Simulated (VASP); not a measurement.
# Cu4O (Pm-3m) in VASP: a series of runs, part 2 of 2

VASP 6.6.1. The steps go on from the part before.

### Step 4. Single point, PBE, collinear spin, antiferromagnetic start

File INCAR:

```
PREC = Accurate
ENCUT = 520
EDIFF = 1E-6
ISMEAR = 0
SIGMA = 0.1
LREAL = False
LASPH = True
NELM = 150
ALGO = Normal
ISIF = 2
LWAVE = False
LCHARG = True
ISPIN = 2
MAGMOM = 1 1 -1 -1 0
LORBIT = 11
LMAXMIX = 4
GGA = PE
LELF = True
LVHAR = True
NBANDS = 37
```

File KPOINTS:

```
Automatic mesh
0
Gamma
  4 4 4
```

File POSCAR:

```
Cu4O
1.0
    4.3599394485      0.0000000000      0.0000000000
    0.0000000000      4.3599393682      0.0000000000
    0.0000000000      0.0000000000      4.3599393682
Cu O
4 1
Direct
    0.5000000000      0.5000000000      0.5000000000
    0.0000000000      0.5000000000      0.5000000000
    0.5000000000      0.0000000000      0.5000000000
    0.5000000000      0.5000000000      0.0000000000
    0.0000000000      0.0000000000      0.0000000000
```

Potentials or basis: VASP PAW PBE potentials, release 64 (Cu, O).

Command:

```
> cat potpaw_PBE.64/Cu/POTCAR potpaw_PBE.64/O/POTCAR > POTCAR
> mpirun -np 1 vasp_std > vasp.out
```

OUTCAR:

```text
PREC = Accurate
   ENCUT = 520
   EDIFF = 1E-6
   ISMEAR = 0
   LREAL = False
   LASPH = True
   NELM = 150
   ISIF = 2
   ISPIN = 2
   LORBIT = 11
   GGA = PE

 ion  position               nearest neighbor table
   1  0.500  0.500  0.500-   3 2.18   4 2.18   4 2.18   3 2.18   2 2.18   2 2.18
   2  0.000  0.500  0.500-   1 2.18   1 2.18
   3  0.500  0.000  0.500-   1 2.18   1 2.18
   4  0.500  0.500  0.000-   1 2.18   1 2.18
   5  0.000  0.000  0.000-

  LATTYP: Found a simple cubic cell.
 ALAT       =     4.3599394485
[... 1664 lines left out ...]
     0.000000000  4.359939368  0.000000000     0.000000000  0.229360988  0.000000000
     0.000000000  0.000000000  4.359939368     0.000000000  0.000000000  0.229360988

 POSITION                                       TOTAL-FORCE (eV/Angst)
 -----------------------------------------------------------------------------------
      2.17997      2.17997      2.17997         0.000000      0.000000      0.000000
      0.00000      2.17997      2.17997         0.000000      0.000000      0.000000
      2.17997      0.00000      2.17997         0.000000      0.000000      0.000000
      2.17997      2.17997      0.00000         0.000000      0.000000      0.000000
      0.00000      0.00000      0.00000         0.000000      0.000000      0.000000
 -----------------------------------------------------------------------------------
    total drift:                                0.000000     -0.000000     -0.000000

  FREE ENERGIE OF THE ION-ELECTRON SYSTEM (eV)
  ---------------------------------------------------
  free  energy   TOTEN  =       -14.1371292158 eV

  energy  without entropy=      -14.1347079741  energy(sigma->0) =      -14.13591859

 total charge

# of ion       s       p       d       tot
------------------------------------------
    1        0.652   0.423   9.269  10.343
    2        0.365   0.206   9.262   9.833
    3        0.365   0.206   9.262   9.833
    4        0.365   0.206   9.262   9.833
    5        1.607   3.061   0.000   4.668
--------------------------------------------------
tot          3.355   4.103  37.054  44.512

 magnetization (x)

# of ion       s       p       d       tot
------------------------------------------
    1        0.000   0.000   0.000   0.000
    2        0.000   0.000   0.000   0.000
    3       -0.000  -0.000  -0.000  -0.000
    4       -0.000  -0.000  -0.000  -0.000
    5       -0.000  -0.000   0.000  -0.000
--------------------------------------------------
tot         -0.000  -0.000   0.000   0.000
```

It took 3 min on 1 thread of AMD EPYC 7R13, shared host; peak memory 0.21 GiB.

What came out:

```yaml
Free_energy: -14.1371 eV
Pressure: 0.3 GPa
Band_gap_on_the_k_mesh: 0.28 eV, indirect (least direct gap 0.48 eV)
Net_moment: 0.00 μB per cell
Valence_electrons_inside_the_program's_atomic_spheres: Cu 10.34, 9.83; O 4.67
```

A k mesh can miss the band edges.

### Step 5. Relaxation of cell and atoms, PBE

File INCAR:

```
SYSTEM = Cu4O
PREC = Accurate ; ENCUT = 600
EDIFF = 1E-6 ; ISMEAR = 0
SIGMA = 0.01 ; LREAL = .FALSE.
LASPH = .TRUE. ; NELM = 80
ALGO = Normal ; ISIF = 3
LWAVE = .FALSE. ; LCHARG = .FALSE.
GGA = PE ; IBRION = 2
NSW = 100 ; EDIFFG = -0.01
```

File KPOINTS:

```
regular mesh
0
G
  8 8 8
  0 0 0
```

Changes to POSCAR since step 4:

```diff
@@ -2,5 +2,5 @@
 1.0
-    4.3599394485      0.0000000000      0.0000000000
-    0.0000000000      4.3599393682      0.0000000000
-    0.0000000000      0.0000000000      4.3599393682
+    4.3599393949      0.0000000000      0.0000000000
+    0.0000000000      4.3599393949      0.0000000000
+    0.0000000000      0.0000000000      4.3599393949
 Cu O
```

Potentials or basis: VASP PAW PBE potentials, release 64 (Cu, O).

Command:

```
> cat potpaw_PBE.64/Cu/POTCAR potpaw_PBE.64/O/POTCAR > POTCAR
> mpirun -np 1 vasp_std > vasp.out
```

OUTCAR:

```text
SYSTEM = Cu4O
   PREC = Accurate
   ENCUT = 600
   EDIFF = 1E-6
   ISMEAR = 0
   LREAL = .FALSE.
   LASPH = .TRUE.
   NELM = 80
   ISIF = 3
   GGA = PE
   IBRION = 2
   NSW = 100
   EDIFFG = -0.01

 ion  position               nearest neighbor table
   1  0.500  0.500  0.500-   2 2.18   3 2.18   4 2.18   4 2.18   3 2.18   2 2.18
   2  0.000  0.500  0.500-   1 2.18   1 2.18
   3  0.500  0.000  0.500-   1 2.18   1 2.18
   4  0.500  0.500  0.000-   1 2.18   1 2.18
[... 1047 lines left out ...]
  --------------------------------------------------------------------------------------
  -------------------------------------------------------------------------------------
  Total        0.0038925      0.0038925      0.0038925      0.0000000      0.0000000     -0.0000000
  in kB        0.0748425      0.0748425      0.0748425      0.0000000      0.0000000     -0.0000000
  external PRESSURE =       0.0748425 kB  Pullay stress =       0.0000000 kB

 VOLUME and BASIS-vectors are now :
 -----------------------------------------------------------------------------
  energy-cutoff  :      600.00
  volume of cell :       83.33
      direct lattice vectors                 reciprocal lattice vectors
     4.367826813  0.000000000 -0.000000000     0.228946806 -0.000000000 -0.000000000
     0.000000000  4.367826813 -0.000000000     0.000000000  0.228946806  0.000000000
     0.000000000 -0.000000000  4.367826813     0.000000000  0.000000000  0.228946806

 POSITION                                       TOTAL-FORCE (eV/Angst)
 -----------------------------------------------------------------------------------
      2.18391      2.18391      2.18391         0.000000     -0.000000      0.000000
      0.00000      2.18391      2.18391         0.000000     -0.000000      0.000000
      2.18391     -0.00000      2.18391        -0.000000     -0.000000      0.000000
      2.18391      2.18391     -0.00000        -0.000000      0.000000      0.000000
      0.00000      0.00000      0.00000        -0.000000      0.000000      0.000000
 -----------------------------------------------------------------------------------
    total drift:                                0.000000      0.000000      0.000000

  FREE ENERGIE OF THE ION-ELECTRON SYSTEM (eV)
  ---------------------------------------------------
  free  energy   TOTEN  =       -14.1679257209 eV

  energy  without entropy=      -14.1679257209  energy(sigma->0) =      -14.16792572

 reached required accuracy - stopping structural energy minimisation
```

CONTCAR:

```text
Cu4O
   1.00000000000000
     4.3678268130959399    0.0000000000000000   -0.0000000000000000
     0.0000000000000000    4.3678268130959399   -0.0000000000000000
     0.0000000000000000   -0.0000000000000000    4.3678268130959399
  Cu              O
     4     1
Direct
     0.5000000000000000    0.5000000000000000    0.5000000000000000
     0.0000000000000000    0.5000000000000000    0.5000000000000000
     0.5000000000000000    0.0000000000000000    0.5000000000000000
     0.5000000000000000    0.5000000000000000    0.0000000000000000
     0.0000000000000000    0.0000000000000000    0.0000000000000000

  0.00000000E+00  0.00000000E+00  0.00000000E+00
  0.00000000E+00  0.00000000E+00  0.00000000E+00
  0.00000000E+00  0.00000000E+00  0.00000000E+00
  0.00000000E+00  0.00000000E+00  0.00000000E+00
  0.00000000E+00  0.00000000E+00  0.00000000E+00
```

It took 5.6 min on 1 thread of AMD EPYC 7R13, shared host; peak memory 0.23 GiB.

Results:

- Free energy: -14.1679 eV
- Relaxed volume: 16.67 Å³/atom
- Relaxed cell: a = 4.368 Å, b = 4.368 Å, c = 4.368 Å, α = 90.00°, β = 90.00°, γ = 90.00°
- Space group after relaxing (to 0.05 Å): Pm-3m (No. 221)
- Energy gained by relaxing: 0.1 meV/atom
- Ionic steps: 2
- Pressure after relaxing: 0.0 GPa
- Band gap on the k mesh: 0.10 eV, direct

Step by step:
| step | energy change (eV) | largest force (eV/Å) | pressure (GPa) | volume (Å³) |
| --- | --- | --- | --- | --- |
| 1 | 0.0000 | 0.0000 | 0.36 | 82.88 |
| 2 | -0.0004 | 0.0000 | 0.01 | 83.33 |

Final structure:
```yaml
crystal:
  lattice:
    - [4.36783, 0.00000, 0.00000]
    - [0.00000, 4.36783, 0.00000]
    - [0.00000, 0.00000, 4.36783]
  atoms:
    - { symbol: Cu, position: [0.50000, 0.50000, 0.50000] }
    - { symbol: Cu, position: [0.00000, 0.50000, 0.50000] }
    - { symbol: Cu, position: [0.50000, 0.00000, 0.50000] }
    - { symbol: Cu, position: [0.50000, 0.50000, 0.00000] }
    - { symbol: O, position: [0.00000, 0.00000, 0.00000] }
```

Levels at points of the mesh, in eV from the valence-band top:
```
           k point  band 22  band 23  band 24  band 25  band 26  band 27  band 28  band 29
(0.00, 0.00, 0.00)    -0.90    -0.90    -0.45    -0.45     2.46     2.46     2.46     4.81
(0.50, 0.00, 0.00)    -0.90    -0.48    -0.40    -0.40     0.31     3.13     3.13     5.65
(0.50, 0.50, 0.00)    -0.96    -0.96    -0.88    -0.20     1.23     1.23     3.26     4.70
(0.50, 0.50, 0.50)    -1.16    -1.12    -1.12    -1.12     1.01     1.01     1.01     4.71
```

### Step 6. Overview

| task | spin | cell | k mesh | cutoff (eV) | smearing | gap on the mesh (eV) | pressure (GPa) | moment (μB) |
| --- | --- | --- | --- | --- | --- | --- | --- | --- |
| single point | off | a = 4.363 Å, 5 atoms | 8 × 8 × 8 | 520 | gaussian 0.01 eV | 0.10 | 0.2 | - |
| single point | collinear, antiferromagnetic start | a = 3.830 Å, 5 atoms | 4 × 4 × 4 | 520 | gaussian 0.1 eV | 0.32 | 69.1 | 0.00 |
| single point | collinear, antiferromagnetic start | a = 4.360 Å, 5 atoms | 4 × 4 × 4 | 520 | gaussian 0.1 eV | 0.28 | 0.3 | 0.00 |
| relaxation of cell and atoms | off | relaxed from a = 4.360 Å, 5 atoms | 8 × 8 × 8 | 600 | gaussian 0.01 eV | 0.10 | 0.0 | - |

Alike in all rows: level PBE; potentials or basis VASP PAW PBE potentials, release 64 (Cu, O).

Total energies depend on the potentials used, so only differences within one code and one set of settings carry meaning.
